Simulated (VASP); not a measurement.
# TaN (P-6m2) in VASP: a series of runs

Runs on TaN. Level: r2SCAN. Tasks: single point.

Program: VASP 6.6.1. These are calculated values, not measurements. Logs are shortened: lines on timing, memory, paths and dates and some standing lists are left out, and cuts for length are marked.

## Step 1: The cell of the first run

The structure is hexagonal, space group P-6m2 (No. 187). Conventional cell: a = 2.936 Å, b = 2.936 Å, c = 2.885 Å, α = 90.00°, β = 90.00°, γ = 120.00°. Ta (site symmetry -6m2) has 6 N at 2.23 Å and 8 Ta at 2.88 to 2.94 Å within 3.0 Å. N (site symmetry -6m2) has 6 Ta at 2.23 Å and 8 N at 2.88 to 2.94 Å within 3.0 Å.

## Step 2: Single point, r2SCAN

File POSCAR:

```
TaN
1.0
    2.9363052426      0.0000000000      0.0000000000
   -1.4681526213      2.5429149334      0.0000000000
    0.0000000000      0.0000000000      2.8846982947
Ta N
1 1
Direct
    0.0000000000      0.0000000000      0.5000000000
    0.6666666667      0.3333333333      0.0000000000
```

File INCAR.step1:

```
  ALGO = Normal
  EDIFF = 1E-4
  ENCUT = 520
  GGA = PE
  ISMEAR = 0
  LASPH = T
  LCHARG = F
  LREAL = F
  LWAVE = T
  NBANDS = 15
  NELM = 60
  PREC = Accurate
  SIGMA = 0.1
```

File INCAR.step2:

```
  ALGO = Normal
  EDIFF = 1E-6
  ENCUT = 520
  ISIF = 2
  ISMEAR = 0
  ISTART = 1
  LASPH = T
  LCHARG = F
  LMIXTAU = T
  LREAL = F
  LWAVE = F
  METAGGA = R2SCAN
  NBANDS = 15
  NELM = 60
  PREC = Accurate
  SIGMA = 0.1
```

File KPOINTS:

```
k-points
0
Gamma
  18 18 14
```

Potentials or basis: VASP PAW PBE potentials, release 64 (Ta_pv, N).

Launch:

```
$ cat potpaw_PBE.64/Ta_pv/POTCAR potpaw_PBE.64/N/POTCAR > POTCAR
$ cp INCAR.step1 INCAR
$ mpirun -np 1 vasp_std > vasp.out
$ cp INCAR.step2 INCAR
$ mpirun -np 1 vasp_std > vasp.out
```

OUTCAR:

```text
EDIFF = 1E-6
   ENCUT = 520
   ISIF = 2
   ISMEAR = 0
   ISTART = 1
   LASPH = T
   LREAL = F
   METAGGA = R2SCAN
   NELM = 60
   PREC = Accurate

 ion  position               nearest neighbor table
   1  0.000  0.000  0.500-   2 2.23   2 2.23   2 2.23   2 2.23   2 2.23   2 2.23
   2  0.667  0.333  0.000-   1 2.23   1 2.23   1 2.23   1 2.23   1 2.23   1 2.23

  LATTYP: Found a hexagonal cell.
 ALAT       =     2.9363052426
 C/A-ratio  =     0.9824245289

  Lattice vectors:

 A1 = (   2.9363052426,   0.0000000000,   0.0000000000)
 A2 = (  -1.4681526213,   2.5429149334,   0.0000000000)
 A3 = (   0.0000000000,   0.0000000000,   2.8846982947)

Analysis of symmetry for initial positions (statically):
=====================================================================
 Subroutine PRICEL returns:
 Original cell was already a primitive cell.

 Routine SETGRP: Setting up the symmetry group for a
 hexagonal supercell.

 Subroutine GETGRP returns: Found 12 space group operations
 (whereof 12 operations were pure point group operations)
 out of a pool of 24 trial point group operations.

The static configuration has the point symmetry D_3h.

Analysis of symmetry for dynamics (positions and initial velocities):
=====================================================================
 Subroutine PRICEL returns:
 Original cell was already a primitive cell.

 Routine SETGRP: Setting up the symmetry group for a
 hexagonal supercell.

 Subroutine GETGRP returns: Found 12 space group operations
 (whereof 12 operations were pure point group operations)
 out of a pool of 24 trial point group operations.

The dynamic configuration has the point symmetry D_3h.

 Subroutine INISYM returns: Found 12 space group operations
 (whereof 12 operations are pure point group operations),
 and found     1 'primitive' translations

----------------------------------------------------------------------------------------

                                     Primitive cell

  volume of cell :      21.5394

  direct lattice vectors                    reciprocal lattice vectors
     2.936305243  0.000000000  0.000000000     0.340564048  0.196624745  0.000000000
    -1.468152621  2.542914933  0.000000000     0.000000000  0.393249490  0.000000000
     0.000000000  0.000000000  2.884698295     0.000000000  0.000000000  0.346656703

  length of vectors
     2.936305243  2.936305243  2.884698295     0.393249490  0.393249490  0.346656703

  position of ions in fractional coordinates (direct lattice)
     0.000000000  0.000000000  0.500000000
     0.666666667  0.333333333  0.000000000

  ion indices of the primitive-cell ions
   primitive index   ion index
                 1           1
                 2           2

----------------------------------------------------------------------------------------

 KPOINTS: k-points

Automatic generation of k-mesh.
 Grid dimensions read from file:
 generate k-points for:   18   18   14

 Generating k-lattice:

  Cartesian coordinates                     Fractional coordinates (reciprocal lattice)
     0.018920225  0.010923597  0.000000000     0.055555556  0.000000000  0.000000000
     0.000000000  0.021847194  0.000000000     0.000000000  0.055555556  0.000000000
     0.000000000  0.000000000  0.024761193     0.000000000  0.000000000  0.071428571

  Length of vectors
     0.021847194  0.021847194  0.024761193

  Shift w.r.t. Gamma in fractional coordinates (k-lattice)
     0.000000000  0.000000000  0.000000000

 Subroutine IBZKPT returns following result:
 ===========================================

 Found    296 irreducible k-points:

 Following reciprocal coordinates:
            Coordinates               Weight
  0.000000  0.000000  0.000000      1.000000
  0.055556  0.000000  0.000000      6.000000
  0.111111  0.000000  0.000000      6.000000
  0.166667  0.000000  0.000000      6.000000
  0.222222  0.000000  0.000000      6.000000
  0.277778  0.000000  0.000000      6.000000
[... 16 lines left out ...]
  0.333333  0.111111  0.000000     12.000000
  0.388889  0.111111  0.000000     12.000000
 [... further k-points ...]
   k-points           NKPTS =    296   k-points in BZ     NKDIM =    296   number of bands    NBANDS=     15
   number of dos      NEDOS =    301   number of ions     NIONS =      2
   total plane-waves  NPLWV =  13824
   dimension x,y,z NGX =    24 NGY =   24 NGZ =   24
   dimension x,y,z NGXF=    48 NGYF=   48 NGZF=   48
   ions per type =               1   1
   NGX,Y,Z   is equivalent  to a cutoff of  13.59, 13.59, 13.83 a.u.
   NGXF,Y,Z  is equivalent  to a cutoff of  27.18, 27.18, 27.66 a.u.
 SYSTEM =  unknown system
   PREC   = accura    normal or accurate (medium, high low for compatibility)
   ISTART =      1    job   : 0-new  1-cont  2-samecut
   ICHARG =      0    charge: 1-file 2-atom 10-const
   ISPIN  =      1    spin polarized calculation?
   LNONCOLLINEAR =      F non collinear calculations
   LSORBIT =      F    spin-orbit coupling
   LASPH  =      T    aspherical Exc in radial PAW
   ENCUT  =  520.0 eV  38.22 Ry    6.18 a.u.   5.46  5.46  5.36*2*pi/ulx,y,z
   NELM   =     60;   NELMIN=  2; NELMDL=  0     # of ELM steps
   EDIFF  = 0.1E-05   stopping-criterion for ELM
   LREAL  =      F    real-space projection
   EDIFFG = 0.1E-04   stopping-criterion for IOM
   NSW    =      0    number of steps for IOM
   IBRION =     -1    ionic relax: 0-MD 1-quasi-New 2-CG
   NFREE  =      0    steps in history (QN), initial steepest desc. (CG)
   ISIF   =      2    stress and relaxation
   ISYM   =      2    0-nonsym 1-usesym 2-fastsym
   POTIM  = 0.5000    time-step for ionic-motion
   TEBEG  =    0.0;   TEEND  =   0.0 temperature during run
   PSTRESS=    0.0 pullay stress
   NELECT =      16.0000    total number of electrons
   NUPDOWN=      -1.0000    fix difference up-down
   EMIN   =  10.00;   EMAX   =-10.00  energy-range for DOS
   EFERMI =   0.00;   METHOD = LEGACY
   ISMEAR =     0;   SIGMA  =   0.10  broadening in eV -4-tet -1-fermi 0-gaus
   EFERMI_NEDOS =   21; number of points for ismear=-14 and -15
   IALGO  =     38    algorithm
   IMIX   =      4    mixing-type and parameters
     AMIX     =   0.40;   BMIX     =  1.00
     AMIX_MAG =   1.60;   BMIX_MAG =  1.00
  volume/ion in A,a.u.               =      10.77        72.68
  Fermi-wavevector in a.u.,A,eV,Ry     =   1.482644  2.801792 29.908797  2.198235
  Thomas-Fermi vector in A             =   2.596405
   LORBIT       =      0    0 simple, 1 ext, 2 COOP (PROOUT), +10 PAW based schemes
   METAGGA = R2SCAN    functional components
   LHFCALC =     F    Hartree Fock is set to
   AEXX    =    0.0000 exact exchange contribution
   IVDW    =     0    specifies the selected vdW correction
   LEPSILON=     F    determine dielectric tensor
   LRPA    =     F    only Hartree local field effects (RPA)
 non-spin polarized calculation
 Gauss-broadening in eV      SIGMA  =   0.10
  energy-cutoff  :      520.00
  volume of cell :       21.54
 maximum number of plane-waves:       605
 NGX is ok and might be reduce to    24
   NGX = 11   NGY = 11   NGZ = 11

 number of electron      16.0000001 magnetization

 Free energy of the ion-electron system (eV)
  ---------------------------------------------------
  ext. energy  EPLUGINS =         0.00000000
  ---------------------------------------------------
  free energy    TOTEN  =       -60.39555854 eV

  energy without entropy =      -60.39531155  energy(sigma->0) =      -60.39543505

 E-fermi :   8.2216     XC(G=0): -14.3517

 val. band max:        8.1906561625   @ k =   0.0000   0.0000   0.4286
 cond. band min:       8.2510926218   @ k =   0.0556   0.0000   0.5000
 fundamental gap:      0.0604364593
 Fermi energy:         8.2216205878

 k-point     1 :       0.0000    0.0000    0.0000
  band No.  band energies     occupation
      1     -27.9181      2.00000
      2     -27.6537      2.00000
      3     -27.6537      2.00000
      4     -10.5877      2.00000
      5       3.4019      2.00000
      6       3.4019      2.00000
      7       3.8229      2.00000
      8       5.0703      2.00000
      9      10.7256      0.00000
     10      11.9739      0.00000
     11      11.9739      0.00000
     12      12.4538      0.00000
     13      12.4538      0.00000
     14      18.8314      0.00000
     15      22.2582      0.00000

 k-point     2 :       0.0556    0.0000    0.0000
  band No.  band energies     occupation
      1     -27.9137      2.00000
      2     -27.6890      2.00000
      3     -27.6612      2.00000
      4     -10.5226      2.00000
      5       3.1987      2.00000
      6       3.4521      2.00000
      7       3.9160      2.00000
      8       4.9748      2.00000
      9      10.9758      0.00000
     10      11.8341      0.00000
     11      11.9832      0.00000
     12      12.4196      0.00000
     13      12.5455      0.00000
     14      18.8314      0.00000
     15      22.2370      0.00000

 k-point     3 :       0.1111    0.0000    0.0000
  band No.  band energies     occupation
      1     -27.9010      2.00000
      2     -27.7894      2.00000
      3     -27.6825      2.00000
      4     -10.3348      2.00000
      5       2.6980      2.00000
      6       3.5950      2.00000
      7       4.1537      2.00000
      8       4.7147      2.00000
      9      11.3856      0.00000
     10      11.7165      0.00000
     11      12.0203      0.00000
     12      12.3225      0.00000
     13      12.7860      0.00000
     14      18.8315      0.00000
     15      22.1850      0.00000

 k-point     4 :       0.1667    0.0000    0.0000
  band No.  band energies     occupation
      1     -27.9401      2.00000
      2     -27.8815      2.00000
      3     -27.7151      2.00000
      4     -10.0451      2.00000
      5       2.0594      2.00000
      6       3.8085      2.00000
      7       4.3509      2.00000
      8       4.4825      2.00000
      9      10.9632      0.00000
     10      12.1087      0.00000
     11      12.1778      0.00000
     12      12.5638      0.00000
     13      13.0932      0.00000
     14      18.8314      0.00000
     15      22.1545      0.00000
[... 307 lines left out ...]
 k-point    22 :       0.2778    0.1111    0.0000
  band No.  band energies     occupation
      1     -28.4706      2.00000
      2     -27.9011      2.00000
      3     -27.8008      2.00000
      4      -8.8032      2.00000
      5       0.3264      2.00000
      6       3.1813      2.00000
      7       3.9886      2.00000
      8       5.6018      2.00000
      9      10.2470      0.00000
     10      11.0940      0.00000
     11      13.1954      0.00000
     12      14.3622      0.00000
     13      15.5207      0.00000
     14      18.8308      0.00000
     15      22.7141      0.00000

 k-point    23 :       0.3333    0.1111    0.0000
  band No.  band energies     occupation
      1     -28.5872      2.00000
      2     -27.9423      2.00000
      3     -27.7821      2.00000
      4      -8.4981      2.00000
      5       0.0130      2.00000
      6       2.9562      2.00000
      7       3.8683      2.00000
      8       5.7394      2.00000
      9      10.7252      0.00000
     10      10.8753      0.00000
     11      13.2493      0.00000
     12      14.5245      0.00000
     13      16.3987      0.00000
     14      18.8295      0.00000
     15      22.1565      0.00000

 k-point    24 :       0.3889    0.1111    0.0000
  band No.  band energies     occupation
      1     -28.6622      2.00000
      2     -27.9691      2.00000
      3     -27.7698      2.00000
      4      -8.2933      2.00000
      5      -0.1795      2.00000
      6       2.8156      2.00000
      7       3.7500      2.00000
      8       5.7961      2.00000
      9      10.7353      0.00000
     10      11.4032      0.00000
     11      12.9751      0.00000
     12      14.6107      0.00000
     13      17.2848      0.00000
     14      18.8262      0.00000
     15      21.1429      0.00000

 [... further k-points ...]
[... 5 lines left out ...]
  --------------------------------------------------------------------------------------
  -------------------------------------------------------------------------------------
  Total        0.1986015      0.1986015      0.2300375      0.0000000     -0.0000000      0.0000000
  in kB       14.7726961     14.7726961     17.1110144      0.0000000     -0.0000000      0.0000000
  external PRESSURE =      15.5521355 kB  Pullay stress =       0.0000000 kB

 VOLUME and BASIS-vectors are now :
 -----------------------------------------------------------------------------
  energy-cutoff  :      520.00
  volume of cell :       21.54
      direct lattice vectors                 reciprocal lattice vectors
     2.936305243  0.000000000  0.000000000     0.340564048  0.196624745  0.000000000
    -1.468152621  2.542914933  0.000000000     0.000000000  0.393249490  0.000000000
     0.000000000  0.000000000  2.884698295     0.000000000  0.000000000  0.346656703

 POSITION                                       TOTAL-FORCE (eV/Angst)
 -----------------------------------------------------------------------------------
      0.00000      0.00000      1.44235         0.000000      0.000000      0.000000
      1.46815      0.84764      0.00000        -0.000000      0.000000      0.000000
 -----------------------------------------------------------------------------------
    total drift:                                0.000000     -0.000000      0.000000

  FREE ENERGIE OF THE ION-ELECTRON SYSTEM (eV)
  ---------------------------------------------------
  free  energy   TOTEN  =       -60.3955585383 eV

  energy  without entropy=      -60.3953115534  energy(sigma->0) =      -60.39543505
```

Run time: 3 min. Hardware: 1 thread of Intel Xeon Platinum 8375C at 2.90GHz (Ice Lake), shared host; peak memory 0.22 GiB.

What came out:

```
Free energy            : -60.3956 eV
Pressure               : 1.6 GPa
Band gap on the k mesh : zero (bands 8 and 9 overlap by 0.25 eV)
```

Caveat: the PAW data sets were made with another functional, which shifts forces and pressure a little; spin-orbit coupling is left out, which moves the levels of the heavy elements.

## Step 3: Single point, r2SCAN

File POSCAR:

```
TaN
1.0
    2.9364769157      0.0000000000      0.0000000000
   -1.4682384578      2.5430636066      0.0000000000
    0.0000000000      0.0000000000      2.8845180842
Ta N
1 1
Direct
    0.0000000000      0.0000000000      0.5000000000
    0.6666666667      0.3333333333      0.0000000000
```

File INCAR.step1:

```
PREC = Accurate ; ENCUT = 520
ISMEAR = -1 ; SIGMA = 0.15
LREAL = False ; LASPH = True
NELM = 80 ; NBANDS = 15
GGA = PE ; ALGO = Normal
EDIFF = 1E-4 ; LWAVE = True
LCHARG = False
```

File INCAR.step2:

```
PREC = Accurate ; ENCUT = 520
EDIFF = 1E-6 ; ISMEAR = -1
SIGMA = 0.15 ; LREAL = False
LASPH = True ; NELM = 80
ALGO = Normal ; ISIF = 2
LWAVE = False ; LCHARG = False
METAGGA = R2SCAN ; LMIXTAU = True
NBANDS = 15 ; ISTART = 1
```

File KPOINTS:

```
Automatic mesh
0
Gamma
  18 18 14
```

Potentials or basis: VASP PAW PBE potentials, release 64 (Ta_pv, N).

Launch:

```
$ cat potpaw_PBE.64/Ta_pv/POTCAR potpaw_PBE.64/N/POTCAR > POTCAR
$ cp INCAR.step1 INCAR
$ mpirun -np 1 vasp_std > vasp.out
$ cp INCAR.step2 INCAR
$ mpirun -np 1 vasp_std > vasp.out
```

Wall time 2.4 min (1 thread of Intel Xeon Platinum 8375C at 2.90GHz (Ice Lake), shared host); peak memory 0.22 GiB.

Results (log left out):

```yaml
Free_energy: -60.3980 eV
Pressure: 1.6 GPa
Band_gap_on_the_k_mesh: zero (bands 8 and 9 overlap by 0.25 eV)
```

Stress tensor (GPa, compression positive):
```
1.48 0.00 0.00
0.00 1.48 0.00
0.00 0.00 1.70
```

Levels at points of the mesh, in eV from the Fermi level:
```tsv
k point	band 6	band 7	band 8	band 9	band 10	band 11
(0.00, 0.00, 0.00)	-4.83	-4.40	-3.16	2.50	3.75	3.75
(0.50, 0.00, 0.00)	-5.47	-3.62	-3.41	3.21	4.16	5.46
(0.00, 0.00, 0.50)	-3.97	-3.97	-0.09	-0.09	2.37	3.63
(0.50, 0.00, 0.50)	-6.47	-5.94	-0.52	4.47	5.49	6.10
```

Caveat: the PAW data sets were made with another functional, which shifts forces and pressure a little; spin-orbit coupling is left out, which moves the levels of the heavy elements.

The gap in the log of VASP goes by the Fermi energy; the results here count the filled bands.